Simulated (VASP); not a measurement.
Write the native input for VASP 6.6.1 that does the following.

| Property | Result |
| --- | --- |
| Task | single point |
| Functional | LDA |
| Potentials or basis | VASP PAW LDA potentials, release 64 (Te, Cd) |
| Cutoff | 520 eV |
| k mesh | 6 × 6 × 6 |
| Occupations | methfessel-paxton, width 0.1 eV |
| Spin | no spin polarisation |
| Dipole correction | no |
| Further INCAR settings | ALGO = Normal; EDIFF = 1e-06; NBANDS = 16 |

The structure of CdTe lies in POSCAR:

```
CdTe
1.0
    0.0000000000      3.2050000000      3.2050000000
    3.2050000000      0.0000000000      3.2050000000
    3.2050000000      3.2050000000      0.0000000000
Te Cd
1 1
Direct
    0.7500000000      0.7500000000      0.7500000000
    0.0000000000      0.0000000000      0.0000000000
```

These files were run (other wordings do the same):

INCAR

```
SYSTEM = CdTe
PREC = Accurate
ENCUT = 520
EDIFF = 1E-6
ISMEAR = 1
SIGMA = 0.1
LREAL = .False.
LASPH = .True.
NELM = 100
ALGO = Normal
ISIF = 2
LWAVE = .False.
LCHARG = .True.
GGA = CA
LELF = .True.
LVHAR = .True.
NBANDS = 16
```

KPOINTS

```
regular mesh
0
Gamma
  6 6 6
  0 0 0
```

Potentials or basis: VASP PAW LDA potentials, release 64 (Te, Cd).

The run is started by

```bash
$ cat potpaw_LDA.64/Te/POTCAR potpaw_LDA.64/Cd/POTCAR > POTCAR
$ mpirun -np 1 vasp_std > vasp.out
```

Results of the run:

```yaml
Pressure: 0.3 GPa
Band_gap_on_the_k_mesh: 0.65 eV
```

Caveat: semilocal functionals underestimate gaps, and a narrow one can read as zero; spin-orbit coupling is left out, which moves the levels of the heavy elements.

It took 11 s on 1 thread of AMD EPYC 9R45 96-Core Processor (Zen 5) (shared host), peak memory 0.15 GiB.
